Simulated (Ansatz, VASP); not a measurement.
Sn2As2Se: VASP beside Ansatz

```
CELL_PARAMETERS angstrom
2.84202 -5.63996 0.00000
2.84202 5.63996 0.00000
0.00000 0.00000 5.00740
ATOMIC_POSITIONS crystal
Sn 0.75171 0.75171 0.00000
Sn 0.24829 0.24829 0.00000
As 0.00000 0.50000 0.00000
As 0.50000 0.00000 0.00000
Se 0.50000 0.50000 0.50000
```

Alike in both runs: functional PBE; k mesh 8 × 8 × 8; occupations gaussian, width 0.1 eV; no spin polarisation.

Ansatz relaxed the structure, and its values are those at the end. VASP's run is a single point on that final structure, the one shown.

```csv
,VASP,Ansatz
version,VASP 6.6.1,Ansatz 0.2.0
potentials or method,"VASP PAW PBE potentials, release 64 (Sn_d, As, Se), cutoff 520 eV","scalar-relativistic, plane waves, PAW"
valence electrons in the cell,44,74
```

|  | VASP | Ansatz | Ansatz less VASP |
| --- | --- | --- | --- |
| gap on the k mesh at the Fermi level (eV) | none | none | - |
| pressure (GPa) | 0.0 | 0.0 | 0.00 |

A gap of «none» marks a metal or a gap that the smearing closes. With one functional, cell and mesh, what is left measures potentials, basis and numerics. VASP's potentials hold 44 valence electrons a cell and Ansatz's 74, so a difference there can come from the potentials and not from the codes.
